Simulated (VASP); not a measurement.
W, 2 atoms in the cell. Symmetry: P6_3/mmc, No. 194, hexagonal system. Conventional cell: a = 2.672 Å, b = 2.672 Å, c = 4.666 Å, α = 90.00°, β = 90.00°, γ = 120.00°. W (site symmetry -6m2) has 12 W at 2.67 to 2.80 Å within 3.5 Å. 

- Program: VASP 6.6.1
- Task: single point
- Functional: PBE
- Potentials or basis: VASP PAW PBE potentials, release 64 (W_sv)
- Cutoff: 520 eV
- k mesh: 16 × 16 × 9
- Occupations: fermi-dirac, width 0.08 eV
- Spin: no spin polarisation
- Dipole correction: no
- Further INCAR settings: ALGO = Normal; EDIFF = 1e-06; NBANDS = 21

Potentials or basis: VASP PAW PBE potentials, release 64 (W_sv).

The run is started by

```bash
$ cat potpaw_PBE.64/W_sv/POTCAR > POTCAR
$ mpirun -np 1 vasp_std > vasp.out
```

Hardware: 1 thread of Intel(R) Xeon(R) 6975P-C (Granite Rapids), on a shared host.

Problem. How long does it take, and how much memory?

Solution. It took 28 s on 1 thread of Intel(R) Xeon(R) 6975P-C (Granite Rapids), with other jobs on the host, peak memory 0.19 GiB. Counts: scf iterations 11, k points 150.
